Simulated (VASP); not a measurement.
Here is a VASP 6.6.1 calculation.

INCAR

```
PREC = Accurate ; ENCUT = 520
EDIFF = 1E-7 ; ISMEAR = 0
SIGMA = 0.1 ; LREAL = False
LASPH = True ; NELM = 150
ALGO = Normal ; ISIF = 2
LWAVE = False ; LCHARG = False
ISPIN = 2 ; MAGMOM = 0 0 0 0 1
LORBIT = 11 ; LMAXMIX = 4
LDIPOL = True ; IDIPOL = 3
DIPOL = 0.5 0.5 0.321 ; GGA = PE
NBANDS = 32
```

Contents of KPOINTS:

```
Automatic mesh
0
Gamma
  9 7 1
```

File POSCAR:

```
HPt4
1.0
    2.8071640675      0.0000000000      0.0000000000
    0.0000000000      3.9699294961      0.0000000000
    0.0000000000      0.0000000000     21.1553936849
Pt H
4 1
Direct
    0.5000000000      0.5000000000      0.1890770770
    0.0000000000      0.0000000000      0.2554233740
    0.5000000000      0.5000000000      0.3268881911
    0.0000000000      0.0000000000      0.3854994999
    0.0000000000      0.0000000000      0.4488403206
```

Potentials or basis: VASP PAW PBE potentials, release 64 (Pt, H).

Run with:

```bash
$ cat potpaw_PBE.64/Pt/POTCAR potpaw_PBE.64/H/POTCAR > POTCAR
$ mpirun -np 1 vasp_std > vasp.out
```

Task: Predict the net moment.

Result: 0.00 μB per cell.

Task: Predict the largest force.

Result: 7.044 eV/Å.

Forces on the atoms (eV/Å):
```
Pt   0.000  0.000  0.949
Pt   0.000  0.000 -1.102
Pt   0.000  0.000 -0.124
Pt   0.000  0.000 -6.767
H    0.000  0.000  7.044
```
